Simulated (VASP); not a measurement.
# ZnO (P6_3/mmc) in VASP: a series of runs, part 2 of 2

VASP 6.6.1.

## Step 4: Single point, r2SCAN

Contents of POSCAR:

```
ZnO
1.0
    2.9768608459      0.0000000000      0.0000000000
   -1.4884304230      2.5780371161      0.0000000000
    0.0000000000      0.0000000000      5.1256343879
Zn O
2 2
Direct
    0.0000000000      0.0000000000      0.0000000000
    0.0000000000      0.0000000000      0.5000000000
    0.3333333333      0.6666666667      0.2500000000
    0.6666666667      0.3333333333      0.7500000000
```

Contents of INCAR.step1:

```
SYSTEM = ZnO
PREC = Accurate ; ENCUT = 520
ISMEAR = -1 ; SIGMA = 0.02
LREAL = .FALSE. ; LASPH = .TRUE.
NELM = 60 ; NBANDS = 26
GGA = PE ; ALGO = Normal
EDIFF = 1E-4 ; LWAVE = .TRUE.
LCHARG = .FALSE.
```

Contents of INCAR.step2:

```
SYSTEM = ZnO
PREC = Accurate ; ENCUT = 520
EDIFF = 1E-6 ; ISMEAR = -1
SIGMA = 0.02 ; LREAL = .FALSE.
LASPH = .TRUE. ; NELM = 60
ALGO = Normal ; ISIF = 2
LWAVE = .FALSE. ; LCHARG = .TRUE.
METAGGA = R2SCAN ; LMIXTAU = .TRUE.
LELF = .TRUE. ; LVHAR = .TRUE.
NBANDS = 26 ; ISTART = 1
```

Contents of KPOINTS:

```
regular mesh
0
G
  12 12 4
  0 0 0
```

Potentials or basis: VASP PAW PBE potentials, release 64 (Zn, O).

The run is started by

```sh
$ cat potpaw_PBE.64/Zn/POTCAR potpaw_PBE.64/O/POTCAR > POTCAR
$ cp INCAR.step1 INCAR
$ mpirun -np 1 vasp_std > vasp.out
$ cp INCAR.step2 INCAR
$ mpirun -np 1 vasp_std > vasp.out
```

OUTCAR:

```text
SYSTEM = ZnO
   PREC = Accurate
   ENCUT = 520
   EDIFF = 1E-6
   ISMEAR = -1
   LREAL = .FALSE.
   LASPH = .TRUE.
   NELM = 60
   ISIF = 2
   METAGGA = R2SCAN
   ISTART = 1

 ion  position               nearest neighbor table
   1  0.000  0.000  0.000-   3 2.14   4 2.14   4 2.14   3 2.14   4 2.14   3 2.14   2 2.56   2 2.56

   2  0.000  0.000  0.500-   3 2.14   4 2.14   4 2.14   3 2.14   4 2.14   3 2.14   1 2.56   1 2.56

   3  0.333  0.667  0.250-   1 2.14   2 2.14   1 2.14   2 2.14   1 2.14   2 2.14
   4  0.667  0.333  0.750-   1 2.14   2 2.14   1 2.14   2 2.14   1 2.14   2 2.14

  LATTYP: Found a hexagonal cell.
 ALAT       =     2.9768608459
 C/A-ratio  =     1.7218253231

  Lattice vectors:

 A1 = (   2.9768608459,   0.0000000000,   0.0000000000)
 A2 = (  -1.4884304230,   2.5780371161,   0.0000000000)
 A3 = (   0.0000000000,   0.0000000000,   5.1256343879)

Analysis of symmetry for initial positions (statically):
=====================================================================
 Subroutine PRICEL returns:
[... 170 lines left out ...]
  ---------------------------------------------------
  ext. energy  EPLUGINS =         0.00000000
  ---------------------------------------------------
  free energy    TOTEN  =       -35.53067852 eV

  energy without entropy =      -35.53067852  energy(sigma->0) =      -35.53067852

 E-fermi :   2.8120     XC(G=0): -13.0361

 val. band max:        2.3184845827   @ k =   0.0000   0.0000   0.0000
 cond. band min:       3.6584864818   @ k =   0.0000   0.0000   0.0000
 fundamental gap:      1.3400018991
 Fermi energy:         2.8119854243

 k-point     1 :       0.0000    0.0000    0.0000
  band No.  band energies     occupation
      1     -17.1864      2.00000
      2     -16.0194      2.00000
      3      -5.1540      2.00000
      4      -3.6437      2.00000
      5      -3.6436      2.00000
      6      -3.3799      2.00000
[... 685 lines left out ...]
     25      17.2282      0.00000
     26      18.5356      0.00000

 [... further k-points ...]
[... 5 lines left out ...]
  --------------------------------------------------------------------------------------
  -------------------------------------------------------------------------------------
  Total        0.2862234      0.2862234      0.3622997     -0.0000000      0.0000000      0.0000000
  in kB       11.6579012     11.6579012     14.7564952     -0.0000000      0.0000000      0.0000000
  external PRESSURE =      12.6907658 kB  Pullay stress =       0.0000000 kB

 VOLUME and BASIS-vectors are now :
 -----------------------------------------------------------------------------
  energy-cutoff  :      520.00
  volume of cell :       39.34
      direct lattice vectors                 reciprocal lattice vectors
     2.976860846  0.000000000  0.000000000     0.335924335  0.193946005  0.000000000
    -1.488430423  2.578037116  0.000000000     0.000000000  0.387892010  0.000000000
     0.000000000  0.000000000  5.125634388     0.000000000  0.000000000  0.195097801

 POSITION                                       TOTAL-FORCE (eV/Angst)
 -----------------------------------------------------------------------------------
      0.00000      0.00000      0.00000        -0.000000      0.000000      0.000000
      0.00000      0.00000      2.56282        -0.000000      0.000000      0.000000
     -0.00000      1.71869      1.28141        -0.000000     -0.000000     -0.000000
      1.48843      0.85935      3.84423         0.000000      0.000000      0.000000
 -----------------------------------------------------------------------------------
    total drift:                               -0.000000      0.000000      0.000000

  FREE ENERGIE OF THE ION-ELECTRON SYSTEM (eV)
  ---------------------------------------------------
  free  energy   TOTEN  =       -35.5306785244 eV

  energy  without entropy=      -35.5306785244  energy(sigma->0) =      -35.53067852
```

OSZICAR.step1:

```text
N       E                     dE             d eps       ncg     rms          rms(c)
DAV:   1     0.285970087244E+03    0.28597E+03   -0.18505E+04  3092   0.216E+03
DAV:   2     0.862299364861E+01   -0.27735E+03   -0.26040E+03  3122   0.420E+02
DAV:   3    -0.193519542695E+02   -0.27975E+02   -0.27562E+02  3214   0.133E+02
DAV:   4    -0.198773316197E+02   -0.52538E+00   -0.52364E+00  3200   0.180E+01
DAV:   5    -0.198797103401E+02   -0.23787E-02   -0.23786E-02  3156   0.128E+00    0.134E+01
DAV:   6    -0.167727687378E+02    0.31069E+01   -0.56441E+00  4536   0.647E+01    0.919E+00
DAV:   7    -0.169432916103E+02   -0.17052E+00   -0.26630E+00  3220   0.168E+01    0.533E+00
DAV:   8    -0.169253495930E+02    0.17942E-01   -0.33624E-01  3788   0.550E+00    0.147E+00
DAV:   9    -0.168966480693E+02    0.28702E-01   -0.52153E-02  4080   0.469E+00    0.233E-01
DAV:  10    -0.168973448122E+02   -0.69674E-03   -0.14525E-02  3012   0.901E-01    0.555E-02
DAV:  11    -0.168974141751E+02   -0.69363E-04   -0.15963E-04  2350   0.228E-01
   1 F= -.16897414E+02 E0= -.16897414E+02  d E =-.802743E-10
```

Run time: 2.6 min. Hardware: 1 thread of Intel Xeon Platinum 8488C (Sapphire Rapids), shared host; peak memory 0.19 GiB.

What came out:

```yaml
Free_energy: -35.5307 eV
Pressure: 1.3 GPa
Band_gap_on_the_k_mesh: 1.34 eV, direct
```

Stress tensor (GPa, compression positive):
```
1.17 0.00 0.00
0.00 1.17 0.00
0.00 0.00 1.48
```

Levels at points of the mesh, in eV from the valence-band top:
```
           k point  band 16  band 17  band 18  band 19  band 20  band 21
(0.00, 0.00, 0.00)    -1.27     0.00     0.00     1.34     6.39     9.52
(0.50, 0.00, 0.00)    -2.61    -0.74    -0.05     6.82     7.24     7.80
(0.00, 0.00, 0.50)    -0.54    -0.54    -0.54     4.45     4.45    11.87
(0.50, 0.00, 0.50)    -1.41    -1.20    -1.20     5.87     5.87    10.70
```

Caveat: the PAW data sets were made with another functional, which shifts forces and pressure a little. r2SCAN opens gaps a little over a GGA but as a rule still falls short of measured ones.

## Step 5: Single point, r2SCAN

POSCAR is that of step 4.

Contents of INCAR.step1:

```
  ALGO = Normal
  EDIFF = 1E-4
  ENCUT = 520
  GGA = PE
  ISMEAR = 0
  LASPH = True
  LCHARG = False
  LREAL = False
  LWAVE = True
  NBANDS = 26
  NELM = 80
  PREC = Accurate
  SIGMA = 0.01
```

Contents of INCAR.step2:

```
  ALGO = Normal
  EDIFF = 1E-7
  ENCUT = 520
  ISIF = 2
  ISMEAR = 0
  ISTART = 1
  LASPH = True
  LCHARG = False
  LMIXTAU = True
  LREAL = False
  LWAVE = False
  METAGGA = R2SCAN
  NBANDS = 26
  NELM = 80
  PREC = Accurate
  SIGMA = 0.01
```

Contents of KPOINTS:

```
k-points
0
Gamma
  12 12 6
```

The run is started by

```sh
$ cat potpaw_PBE.64/Zn/POTCAR potpaw_PBE.64/O/POTCAR > POTCAR
$ cp INCAR.step1 INCAR
$ mpirun -np 1 vasp_std > vasp.out
$ cp INCAR.step2 INCAR
$ mpirun -np 1 vasp_std > vasp.out
```

Wall time 3.2 min (1 thread of Intel Xeon Platinum 8488C (Sapphire Rapids), shared host); peak memory 0.21 GiB.

It converged, with:

```
Free energy            : -35.5308 eV
Pressure               : 1.3 GPa
Band gap on the k mesh : 1.34 eV, direct
```

Stress tensor (GPa, compression positive):
```
1.17 0.00 0.00
0.00 1.17 0.00
0.00 0.00 1.47
```

Levels at points of the mesh, in eV from the valence-band top:
| k point | band 16 | band 17 | band 18 | band 19 | band 20 | band 21 |
| --- | --- | --- | --- | --- | --- | --- |
| (0.00, 0.00, 0.00) | -1.27 | 0.00 | 0.00 | 1.34 | 6.39 | 9.52 |
| (0.50, 0.00, 0.00) | -2.61 | -0.74 | -0.05 | 6.82 | 7.24 | 7.80 |
| (0.00, 0.00, 0.50) | -0.54 | -0.54 | -0.54 | 4.45 | 4.45 | 11.87 |
| (0.50, 0.00, 0.50) | -1.41 | -1.20 | -1.20 | 5.87 | 5.87 | 10.70 |

Caveat: the PAW data sets were made with another functional, which shifts forces and pressure a little.

## Step 6: Overview

```tsv
level	potentials or basis	cell	k mesh	smearing	gap on the mesh (eV)	pressure (GPa)
LDA	VASP PAW LDA potentials, release 64 (Zn, O)	a = 2.977, b = 2.977, c = 5.126 Å, angles 90.0, 90.0, 120.0°, 4 atoms	12 × 12 × 6	gaussian 0.01 eV	0.71	-5.7
PBE	VASP PAW PBE potentials, release 64 (Zn, O)	a = 3.025, b = 3.025, c = 5.192 Å, angles 90.0, 90.0, 120.0°, 4 atoms	12 × 12 × 6	fermi-dirac 0.02 eV	0.52	0.9
r2SCAN	VASP PAW PBE potentials, release 64 (Zn, O)	a = 2.977, b = 2.977, c = 5.126 Å, angles 90.0, 90.0, 120.0°, 4 atoms	12 × 12 × 4	fermi-dirac 0.02 eV	1.34	1.3
r2SCAN	VASP PAW PBE potentials, release 64 (Zn, O)	a = 2.977, b = 2.977, c = 5.126 Å, angles 90.0, 90.0, 120.0°, 4 atoms	12 × 12 × 6	gaussian 0.01 eV	1.34	1.3
```

Alike in all rows: task single point; no spin polarisation; cutoff (eV) 520.

Caveats: the PAW data sets were made with another functional, which shifts forces and pressure a little (some runs).

Absolute energies hang on the potentials; compare differences alone.
